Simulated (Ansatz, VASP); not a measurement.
Two plane-wave programs on ZnAu

The input INCAR:

```
ALGO     = Fast           # electronic algorithm
EDIFF    = 1E-6           # SCF threshold, eV
ENCUT    = 520            # plane-wave cutoff, eV
GGA      = PE             # functional
ISIF     = 2              # what is computed and relaxed
ISMEAR   = 0              # smearing method
LASPH    = T              # aspherical terms in the spheres
LCHARG   = F              # write CHGCAR
LREAL    = F              # projectors in reciprocal space
LWAVE    = F              # write WAVECAR
NBANDS   = 18             # bands
NELM     = 100            # most SCF steps
PREC     = Accurate       # precision mode
SIGMA    = 0.15           # smearing width, eV
```

The input KPOINTS:

```
k-points
0
Gamma
  16 16 16
```

File POSCAR:

```
ZnAu
1.0
    3.2356941753      0.0000000000      0.0000000000
    0.0000000000      3.2356941753      0.0000000000
    0.0000000000      0.0000000000      2.9768386413
Zn Au
1 1
Direct
    0.5000000000      0.5000000000      0.5000000000
    0.0000000000      0.0000000000      0.0000000000
```

Input for Ansatz:

```yaml
crystal:
  lattice:
    - [3.2356941753, 0.0, 0.0]
    - [0.0, 3.2356941753, 0.0]
    - [0.0, 0.0, 2.9768386413]
  atoms:
    - { symbol: Zn, position: [0.5, 0.5, 0.5] }
    - { symbol: Au, position: [0.0, 0.0, 0.0] }
basis:
  ecutwfc: 420
kpoints:
  mp_grid: { grid: [16, 16, 16] }
hamiltonian:
  xc: pbe
scf:
  occupations: { method: gaussian, width: 0.15 }
output:
  forces: true
  stress: true
  eigenvalues: true
```

Alike in both runs: task single point; functional PBE; k mesh 16 × 16 × 16; occupations gaussian, width 0.15 eV; no spin polarisation.

|  | VASP | Ansatz |
| --- | --- | --- |
| version | VASP 6.6.1 | Ansatz 0.2.0 |
| potentials or method | VASP PAW PBE potentials, release 64 (Zn, Au), cutoff 520 eV | scalar-relativistic, plane waves, PAW |
| valence electrons in the cell | 23 | 31 |

|  | VASP | Ansatz | Ansatz less VASP |
| --- | --- | --- | --- |
| gap on the k mesh at the Fermi level (eV) | none | none | - |
| pressure (GPa) | 5.2 | 5.1 | -0.14 |
| traceless stress, the component that is largest in VASP (GPa) | 1.16 | 1.16 | +0.006 |

A gap of «none» marks a metal or a gap that the smearing closes. VASP's potentials hold 23 valence electrons a cell and Ansatz's 31, so a difference there can come from the potentials and not from the codes.

Spin-orbit coupling is off throughout.
